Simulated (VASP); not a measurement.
Wanted: the native input for a VASP 6.6.1 run.

| Item | Value |
| --- | --- |
| Task | single point |
| Functional | PBE |
| Potentials or basis | VASP PAW PBE potentials, release 64 (Zn, S) |
| Cutoff | 520 eV |
| k mesh | 9 × 9 × 4 |
| Occupations | gaussian, width 0.05 eV |
| Spin | no spin polarisation |
| Dipole correction | no |
| Further INCAR settings | ALGO = Normal; EDIFF = 1e-06; NBANDS = 26 |

The structure of ZnS lies in POSCAR:

```
ZnS
1.0
    3.9350570224      0.0000000000      0.0000000000
   -1.9675285112      3.4078593468      0.0000000000
    0.0000000000      0.0000000000      6.0202437386
Zn S
2 2
Direct
    0.3333333333      0.6666666667      0.0052003725
    0.6666666667      0.3333333333      0.5052003725
    0.3333333333      0.6666666667      0.3797996275
    0.6666666667      0.3333333333      0.8797996275
```

This cell differs from its parent crystal: atoms shifted along a free coordinate, c/a of the conventional cell at fixed volume 1.5299.

One way to write it, as run:

INCAR

```
PREC = Accurate
ENCUT = 520
EDIFF = 1E-6
ISMEAR = 0
SIGMA = 0.05
LREAL = False
LASPH = True
NELM = 80
ALGO = Normal
ISIF = 2
LWAVE = False
LCHARG = False
GGA = PE
NBANDS = 26
```

KPOINTS

```
regular mesh
0
Gamma
  9 9 4
```

Potentials or basis: VASP PAW PBE potentials, release 64 (Zn, S).

Launch:

```sh
$ cat potpaw_PBE.64/Zn/POTCAR potpaw_PBE.64/S/POTCAR > POTCAR
$ mpirun -np 1 vasp_std > vasp.out
```

Results of the run:

```yaml
Pressure: 0.8 GPa
Largest_force: 0.533 eV/Å
Band_gap_on_the_k_mesh: 2.08 eV
```

Wall time 98 s on 1 thread of Intel Xeon 8259CL (shared host), peak memory 0.22 GiB.
